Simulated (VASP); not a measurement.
# SrTlB6 (P4/mmm) in VASP: further runs

Runs on SrTlB6. Level: PBE. Tasks: single point, relaxation of cell and atoms.

Everything below comes from runs of VASP 6.6.1. Logs are shortened: lines on timing, memory, paths and dates and some standing lists are left out, and cuts for length are marked.

### 1 The cell of the first run

The structure is tetragonal, space group P4/mmm (No. 123). Conventional cell: a = 5.295 Å, b = 5.295 Å, c = 7.087 Å, α = 90.00°, β = 90.00°, γ = 90.00°. Within 3.6 Å of Sr (site symmetry 4/mmm) lie 4 B at 2.63 Å and 2 Tl at 3.54 Å. Within 3.6 Å of Tl (site symmetry 4/mmm) lie 4 B at 2.65 Å and 2 Sr at 3.54 Å. Within 3.5 Å of B (site symmetry mmm) lie 2 Tl at 2.65 Å. Within 2.1 Å of B (site symmetry m2m) lie 2 B at 1.57 Å.

The cell was built from a structure type or drawn by symmetry, and may not be a known phase.

### 2 Single point, PBE

INCAR reads:

```
SYSTEM = SrTlB6
PREC = Accurate
ENCUT = 520
EDIFF = 1E-6
ISMEAR = 0
SIGMA = 0.1
LREAL = .FALSE.
LASPH = .TRUE.
NELM = 100
ALGO = Normal
ISIF = 2
LWAVE = .FALSE.
LCHARG = .TRUE.
GGA = PE
LELF = .TRUE.
LVHAR = .TRUE.
NBANDS = 30
```

KPOINTS reads:

```
Automatic mesh
0
G
  4 4 4
  0 0 0
```

POSCAR reads:

```
SrTlB6
1.0
    5.2950363141      0.0000000000      0.0000000000
    0.0000000000      5.2950363141      0.0000000000
    0.0000000000      0.0000000000      7.0868165438
Sr Tl B
1 1 6
Direct
    0.0000000000      0.0000000000      0.5000000000
    0.0000000000      0.0000000000      0.0000000000
    0.0000000000      0.5000000000      0.0000000000
    0.5000000000      0.0000000000      0.0000000000
    0.6486272780      0.6486272780      0.5000000000
    0.3513727220      0.3513727220      0.5000000000
    0.3513727220      0.6486272780      0.5000000000
    0.6486272780      0.3513727220      0.5000000000
```

Potentials or basis: VASP PAW PBE potentials, release 64 (Sr_sv, Tl_d, B).

On the command line:

```console
> cat potpaw_PBE.64/Sr_sv/POTCAR potpaw_PBE.64/Tl_d/POTCAR potpaw_PBE.64/B/POTCAR > POTCAR
> mpirun -np 1 vasp_std > vasp.out
```

OUTCAR:

```text
SYSTEM = SrTlB6
   PREC = Accurate
   ENCUT = 520
   EDIFF = 1E-6
   ISMEAR = 0
   LREAL = .FALSE.
   LASPH = .TRUE.
   NELM = 100
   ISIF = 2
   GGA = PE

 ion  position               nearest neighbor table
   1  0.000  0.000  0.500-   5 2.63   6 2.63   7 2.63   8 2.63   2 3.54   2 3.54
   2  0.000  0.000  0.000-   3 2.65   4 2.65   3 2.65   4 2.65   1 3.54   1 3.54
   3  0.000  0.500  0.000-   2 2.65   2 2.65
   4  0.500  0.000  0.000-   2 2.65   2 2.65
   5  0.649  0.649  0.500-   7 1.57   8 1.57   1 2.63
   6  0.351  0.351  0.500-   7 1.57   8 1.57   1 2.63
   7  0.351  0.649  0.500-   5 1.57   6 1.57   1 2.63
   8  0.649  0.351  0.500-   5 1.57   6 1.57   1 2.63

  LATTYP: Found a simple tetragonal cell.
 ALAT       =     5.2950363141
 C/A-ratio  =     1.3383886575

  Lattice vectors:

 A1 = (   5.2950363141,   0.0000000000,   0.0000000000)
 A2 = (   0.0000000000,   5.2950363141,   0.0000000000)
 A3 = (   0.0000000000,   0.0000000000,   7.0868165438)

Analysis of symmetry for initial positions (statically):
=====================================================================
 Subroutine PRICEL returns:
 Original cell was already a primitive cell.

 Routine SETGRP: Setting up the symmetry group for a
 simple tetragonal supercell.

 Subroutine GETGRP returns: Found 16 space group operations
 (whereof 16 operations were pure point group operations)
 out of a pool of 16 trial point group operations.

The static configuration has the point symmetry D_4h.

Analysis of symmetry for dynamics (positions and initial velocities):
=====================================================================
 Subroutine PRICEL returns:
 Original cell was already a primitive cell.

 Routine SETGRP: Setting up the symmetry group for a
 simple tetragonal supercell.

 Subroutine GETGRP returns: Found 16 space group operations
 (whereof 16 operations were pure point group operations)
 out of a pool of 16 trial point group operations.

The dynamic configuration has the point symmetry D_4h.

 Subroutine INISYM returns: Found 16 space group operations
 (whereof 16 operations are pure point group operations),
 and found     1 'primitive' translations

----------------------------------------------------------------------------------------

                                     Primitive cell

  volume of cell :     198.6960

  direct lattice vectors                    reciprocal lattice vectors
     5.295036314  0.000000000  0.000000000     0.188856117  0.000000000  0.000000000
     0.000000000  5.295036314  0.000000000     0.000000000  0.188856117  0.000000000
     0.000000000  0.000000000  7.086816544     0.000000000  0.000000000  0.141107082

  length of vectors
     5.295036314  5.295036314  7.086816544     0.188856117  0.188856117  0.141107082

  position of ions in fractional coordinates (direct lattice)
     0.000000000  0.000000000  0.500000000
     0.000000000  0.000000000  0.000000000
     0.000000000  0.500000000  0.000000000
     0.500000000  0.000000000  0.000000000
     0.648627278  0.648627278  0.500000000
     0.351372722  0.351372722  0.500000000
     0.351372722  0.648627278  0.500000000
     0.648627278  0.351372722  0.500000000

  ion indices of the primitive-cell ions
   primitive index   ion index
                 1           1
                 2           2
                 3           3
                 4           4
                 5           5
                 6           6
                 7           7
                 8           8

----------------------------------------------------------------------------------------

 KPOINTS: Automatic mesh

Automatic generation of k-mesh.
 Grid dimensions read from file:
 generate k-points for:    4    4    4

 Generating k-lattice:

  Cartesian coordinates                     Fractional coordinates (reciprocal lattice)
     0.047214029  0.000000000  0.000000000     0.250000000  0.000000000  0.000000000
     0.000000000  0.047214029  0.000000000     0.000000000  0.250000000  0.000000000
     0.000000000  0.000000000  0.035276770     0.000000000  0.000000000  0.250000000

  Length of vectors
     0.047214029  0.047214029  0.035276770

  Shift w.r.t. Gamma in fractional coordinates (k-lattice)
     0.000000000  0.000000000  0.000000000

 Subroutine IBZKPT returns following result:
 ===========================================

 Found     18 irreducible k-points:

 Following reciprocal coordinates:
            Coordinates               Weight
  0.000000  0.000000  0.000000      1.000000
  0.250000  0.000000  0.000000      4.000000
  0.500000  0.000000  0.000000      2.000000
  0.250000  0.250000  0.000000      4.000000
  0.500000  0.250000  0.000000      4.000000
  0.500000  0.500000  0.000000      1.000000
[... 10 lines left out ...]
  0.500000  0.250000  0.500000      4.000000
  0.500000  0.500000  0.500000      1.000000
   k-points           NKPTS =     18   k-points in BZ     NKDIM =     18   number of bands    NBANDS=     30
   number of dos      NEDOS =    301   number of ions     NIONS =      8
   total plane-waves  NPLWV =  86400
   dimension x,y,z NGX =    40 NGY =   40 NGZ =   54
   dimension x,y,z NGXF=    80 NGYF=   80 NGZF=  108
   ions per type =               1   1   6
   NGX,Y,Z   is equivalent  to a cutoff of  12.56, 12.56, 12.67 a.u.
   NGXF,Y,Z  is equivalent  to a cutoff of  25.12, 25.12, 25.34 a.u.
 SYSTEM =  SrTlB6
   PREC   = accura    normal or accurate (medium, high low for compatibility)
   ISTART =      0    job   : 0-new  1-cont  2-samecut
   ICHARG =      2    charge: 1-file 2-atom 10-const
   ISPIN  =      1    spin polarized calculation?
   LNONCOLLINEAR =      F non collinear calculations
   LSORBIT =      F    spin-orbit coupling
   LASPH  =      T    aspherical Exc in radial PAW
   ENCUT  =  520.0 eV  38.22 Ry    6.18 a.u.   9.85  9.85 13.18*2*pi/ulx,y,z
   NELM   =    100;   NELMIN=  2; NELMDL= -5     # of ELM steps
   EDIFF  = 0.1E-05   stopping-criterion for ELM
   LREAL  =      F    real-space projection
   EDIFFG = 0.1E-04   stopping-criterion for IOM
   NSW    =      0    number of steps for IOM
   IBRION =     -1    ionic relax: 0-MD 1-quasi-New 2-CG
   NFREE  =      0    steps in history (QN), initial steepest desc. (CG)
   ISIF   =      2    stress and relaxation
   ISYM   =      2    0-nonsym 1-usesym 2-fastsym
   POTIM  = 0.5000    time-step for ionic-motion
   TEBEG  =    0.0;   TEEND  =   0.0 temperature during run
   PSTRESS=    0.0 pullay stress
   NELECT =      41.0000    total number of electrons
   NUPDOWN=      -1.0000    fix difference up-down
   EMIN   =  10.00;   EMAX   =-10.00  energy-range for DOS
   EFERMI =   0.00;   METHOD = LEGACY
   ISMEAR =     0;   SIGMA  =   0.10  broadening in eV -4-tet -1-fermi 0-gaus
   EFERMI_NEDOS =   21; number of points for ismear=-14 and -15
   IALGO  =     38    algorithm
   IMIX   =      4    mixing-type and parameters
     AMIX     =   0.40;   BMIX     =  1.00
     AMIX_MAG =   1.60;   BMIX_MAG =  1.00
  volume/ion in A,a.u.               =      24.84       167.61
  Fermi-wavevector in a.u.,A,eV,Ry     =   0.967401  1.828122 12.733206  0.935864
  Thomas-Fermi vector in A             =   2.097283
   LORBIT       =      0    0 simple, 1 ext, 2 COOP (PROOUT), +10 PAW based schemes
   GGA     = PE    functional components
   LHFCALC =     F    Hartree Fock is set to
   AEXX    =    0.0000 exact exchange contribution
   IVDW    =     0    specifies the selected vdW correction
   LEPSILON=     F    determine dielectric tensor
   LRPA    =     F    only Hartree local field effects (RPA)
 non-spin polarized calculation
 Gauss-broadening in eV      SIGMA  =   0.10
  energy-cutoff  :      520.00
  volume of cell :      198.70
 maximum number of plane-waves:      5392
 NGX is ok and might be reduce to    40
   NGX = 19   NGY = 19   NGZ = 27

 number of electron      41.0000005 magnetization

 Free energy of the ion-electron system (eV)
  ---------------------------------------------------
  ext. energy  EPLUGINS =         0.00000000
  ---------------------------------------------------
  free energy    TOTEN  =       -27.78279277 eV

  energy without entropy =      -27.74139469  energy(sigma->0) =      -27.76209373

 E-fermi :   0.6435     XC(G=0):  -7.7431

 val. band max:        0.6371040718   @ k =   0.2500   0.2500   0.2500
 cond. band min:       0.6509438173   @ k =   0.5000   0.2500   0.2500
 fundamental gap:      0.0138397456
 Fermi energy:         0.6434549380

 k-point     1 :       0.0000    0.0000    0.0000
  band No.  band energies     occupation
      1     -34.1292      2.00000
      2     -16.2993      2.00000
      3     -16.2078      2.00000
      4     -16.2078      2.00000
      5     -10.8434      2.00000
      6     -10.7768      2.00000
[... 22 lines left out ...]
     29       3.2729      0.00000
     30       4.6214      0.00000

 k-point     2 :       0.2500    0.0000    0.0000
  band No.  band energies     occupation
      1     -34.1291      2.00000
      2     -16.2987      2.00000
      3     -16.2191      2.00000
      4     -16.2060      2.00000
      5     -10.8283      2.00000
      6     -10.7651      2.00000
[... 22 lines left out ...]
     29       3.1197      0.00000
     30       4.3229      0.00000

 k-point     3 :       0.5000    0.0000    0.0000
  band No.  band energies     occupation
      1     -34.1290      2.00000
      2     -16.2981      2.00000
      3     -16.2303      2.00000
      4     -16.2041      2.00000
      5     -10.8184      2.00000
      6     -10.7482      2.00000
[... 22 lines left out ...]
     29       3.6920      0.00000
     30       3.9734      0.00000

 k-point     4 :       0.2500    0.2500    0.0000
  band No.  band energies     occupation
      1     -34.1290      2.00000
      2     -16.2981      2.00000
      3     -16.2173      2.00000
      4     -16.2161      2.00000
      5     -10.8071      2.00000
      6     -10.7591      2.00000
[... 22 lines left out ...]
     29       3.3655      0.00000
     30       3.6180      0.00000

 k-point     5 :       0.5000    0.2500    0.0000
  band No.  band energies     occupation
      1     -34.1288      2.00000
      2     -16.2975      2.00000
      3     -16.2274      2.00000
      4     -16.2143      2.00000
      5     -10.7920      2.00000
      6     -10.7468      2.00000
[... 22 lines left out ...]
     29       3.3502      0.00000
     30       3.8110      0.00000
[... 328 lines left out ...]
     29       3.6905      0.00000
     30       3.9713      0.00000

 k-point    16 :       0.2500    0.2500    0.5000
  band No.  band energies     occupation
      1     -34.1289      2.00000
      2     -16.3056      2.00000
      3     -16.2174      2.00000
      4     -16.2163      2.00000
      5     -10.8071      2.00000
      6     -10.7430      2.00000
[... 22 lines left out ...]
     29       3.1409      0.00000
     30       3.3609      0.00000

 k-point    17 :       0.5000    0.2500    0.5000
  band No.  band energies     occupation
      1     -34.1288      2.00000
      2     -16.3050      2.00000
      3     -16.2275      2.00000
      4     -16.2145      2.00000
      5     -10.7911      2.00000
      6     -10.7311      2.00000
[... 22 lines left out ...]
     29       2.9536      0.00000
     30       4.1296      0.00000

 k-point    18 :       0.5000    0.5000    0.5000
  band No.  band energies     occupation
      1     -34.1287      2.00000
      2     -16.3044      2.00000
      3     -16.2246      2.00000
      4     -16.2246      2.00000
      5     -10.7683      2.00000
      6     -10.7256      2.00000
[... 22 lines left out ...]
     29       3.6600      0.00000
     30       4.9382      0.00000

------------------------ aborting loop because EDIFF is reached ----------------------------------------

  FORCE on cell =-STRESS in cart. coord.  units (eV):
  Direction    XX          YY          ZZ          XY          YZ          ZX
  --------------------------------------------------------------------------------------
  -------------------------------------------------------------------------------------
  Total        0.0506892      0.0506892      0.1792913      0.0000000      0.0000000      0.0000000
  in kB        0.4087306      0.4087306      1.4457087      0.0000000      0.0000000      0.0000000
  external PRESSURE =       0.7543900 kB  Pullay stress =       0.0000000 kB

 VOLUME and BASIS-vectors are now :
 -----------------------------------------------------------------------------
  energy-cutoff  :      520.00
  volume of cell :      198.70
      direct lattice vectors                 reciprocal lattice vectors
     5.295036314  0.000000000  0.000000000     0.188856117  0.000000000  0.000000000
     0.000000000  5.295036314  0.000000000     0.000000000  0.188856117  0.000000000
     0.000000000  0.000000000  7.086816544     0.000000000  0.000000000  0.141107082

 POSITION                                       TOTAL-FORCE (eV/Angst)
 -----------------------------------------------------------------------------------
      0.00000      0.00000      3.54341         0.000000     -0.000000      0.000000
      0.00000      0.00000      0.00000         0.000000     -0.000000      0.000000
      0.00000      2.64752      0.00000         0.000000     -0.000000      0.000000
      2.64752      0.00000      0.00000         0.000000     -0.000000      0.000000
      3.43450      3.43450      3.54341         0.005034      0.005034     -0.000000
      1.86053      1.86053      3.54341        -0.005034     -0.005034      0.000000
      1.86053      3.43450      3.54341        -0.005034      0.005034     -0.000000
      3.43450      1.86053      3.54341         0.005034     -0.005034      0.000000
 -----------------------------------------------------------------------------------
    total drift:                               -0.000000     -0.000000      0.000000

  FREE ENERGIE OF THE ION-ELECTRON SYSTEM (eV)
  ---------------------------------------------------
  free  energy   TOTEN  =       -27.7827927658 eV

  energy  without entropy=      -27.7413946886  energy(sigma->0) =      -27.76209373
```

It took 2 min on 1 thread of Intel Xeon Platinum 8488C (Sapphire Rapids), shared host; peak memory 0.34 GiB.

What came out:

```yaml
Free_energy: -27.7828 eV
Pressure: 0.1 GPa
Largest_force: 0.007 eV/Å
Band_gap_on_the_k_mesh: zero (an odd number of electrons rules out a gap without spin polarisation)
```

Forces in eV/Å, atoms in the order of the input:
```
Sr   0.000  0.000  0.000
Tl   0.000  0.000  0.000
B    0.000  0.000  0.000
B    0.000  0.000  0.000
B    0.005  0.005  0.000
B   -0.005 -0.005  0.000
B   -0.005  0.005  0.000
B    0.005 -0.005  0.000
```

Caveat: spin-orbit coupling is left out, which moves the levels of the heavy elements.

### 3 Relaxation of cell and atoms, PBE

This run uses another cell than the first one, of 12.03 Å³/atom.

INCAR reads:

```
SYSTEM = SrTlB6
ALGO     = Normal         ! electronic algorithm
EDIFF    = 1E-7           ! SCF threshold, eV
EDIFFG   = -0.04          ! ionic threshold
ENCUT    = 600            ! plane-wave cutoff, eV
GGA      = PE             ! functional
IBRION   = 2              ! ionic algorithm
ISIF     = 3              ! what is computed and relaxed
ISMEAR   = 0              ! smearing method
LASPH    = .TRUE.         ! aspherical terms in the spheres
LCHARG   = .FALSE.        ! write CHGCAR
LREAL    = .FALSE.        ! projectors in reciprocal space
LWAVE    = .FALSE.        ! write WAVECAR
NELM     = 100            ! most SCF steps
NSW      = 90             ! ionic steps
PREC     = Accurate       ! precision mode
SIGMA    = 0.1            ! smearing width, eV
```

KPOINTS reads:

```
k-points
0
G
  4 4 4
  0 0 0
```

POSCAR reads:

```
SrTlB6
1.0
    4.3213386300      0.0000000000      0.0000000000
    0.0000000000      4.3213386300      0.0000000000
    0.0000000000      0.0000000000      5.1519567000
Sr Tl B
1 1 6
Direct
    0.0000000000      0.0000000000      0.5000000000
    0.0000000000      0.0000000000      0.0000000000
    0.0000000000      0.5000000000      0.0000000000
    0.5000000000      0.0000000000      0.0000000000
    0.6505422500      0.6505422500      0.5000000000
    0.3494577500      0.3494577500      0.5000000000
    0.3494577500      0.6505422500      0.5000000000
    0.6505422500      0.3494577500      0.5000000000
```

Potentials or basis: VASP PAW PBE potentials, release 64 (Sr_sv, Tl_d, B).

On the command line:

```console
> cat potpaw_PBE.64/Sr_sv/POTCAR potpaw_PBE.64/Tl_d/POTCAR potpaw_PBE.64/B/POTCAR > POTCAR
> mpirun -np 1 vasp_std > vasp.out
```

Wall time 17 min (1 thread of Intel Xeon Platinum 8488C (Sapphire Rapids), shared host); peak memory 0.26 GiB.

Results (log left out):

| Property | Result |
| --- | --- |
| Free energy | -27.7446 eV |
| Relaxed volume | 24.81 Å³/atom |
| Relaxed cell | a = 5.304 Å, b = 5.304 Å, c = 7.054 Å, α = 90.00°, β = 90.00°, γ = 90.00° |
| Space group after relaxing (to 0.1 Å) | P4/mmm (No. 123) |
| Pressure after relaxing | -0.1 GPa |
| Largest force after relaxing | 0.018 eV/Å |
| Band gap on the k mesh | zero (an odd number of electrons rules out a gap without spin polarisation) |

Forces in eV/Å, atoms in the order of the input:
```
Sr   0.000  0.000  0.000
Tl   0.000  0.000  0.000
B    0.000  0.000  0.000
B    0.000  0.000  0.000
B   -0.013 -0.013  0.000
B    0.013  0.013  0.000
B    0.013 -0.013  0.000
B   -0.013  0.013  0.000
```

Stress tensor (GPa, compression positive):
```
-0.14  0.00  0.00
 0.00 -0.14  0.00
 0.00  0.00 -0.03
```

Final structure:
```
CELL_PARAMETERS angstrom
5.30437 0.00000 0.00000
0.00000 5.30437 0.00000
0.00000 0.00000 7.05364
ATOMIC_POSITIONS crystal
Sr 0.00000 0.00000 0.50000
Tl 0.00000 0.00000 0.00000
B 0.00000 0.50000 0.00000
B 0.50000 0.00000 0.00000
B 0.64855 0.64855 0.50000
B 0.35145 0.35145 0.50000
B 0.35145 0.64855 0.50000
B 0.64855 0.35145 0.50000
```

Levels at points of the mesh, in eV from the Fermi level:
```csv
k point,band 16,band 17,band 18,band 19,band 20,band 21,band 22,band 23,band 24,band 25
"(0.00, 0.00, 0.00)",-2.60,-2.44,-1.74,-1.74,-1.65,-0.74,-0.14,1.08,1.41,1.99
"(0.50, 0.00, 0.00)",-2.32,-2.05,-1.49,-1.00,-0.57,0.67,0.68,0.91,0.91,1.00
"(0.50, 0.50, 0.00)",-1.99,-1.88,-1.28,-1.24,-0.35,0.06,0.06,1.33,2.05,2.18
"(0.00, 0.00, 0.50)",-2.53,-2.23,-1.81,-1.81,-1.44,-0.74,-0.68,1.24,1.33,1.33
"(0.50, 0.00, 0.50)",-2.17,-2.13,-1.49,-1.03,-0.56,0.59,0.76,0.78,0.95,1.40
"(0.50, 0.50, 0.50)",-2.16,-1.84,-1.48,-1.28,-0.09,0.78,0.78,0.85,1.55,1.55
```

Caveat: the k points lie up to 0.30 Å⁻¹ apart in the final cell, too coarse for converged energies and pressures of a metal; the volume moved by over 15 % at a fixed basis, so the end points are rough; spin-orbit coupling is left out, which moves the levels of the heavy elements.

(Part 1 of 2 ends here.)
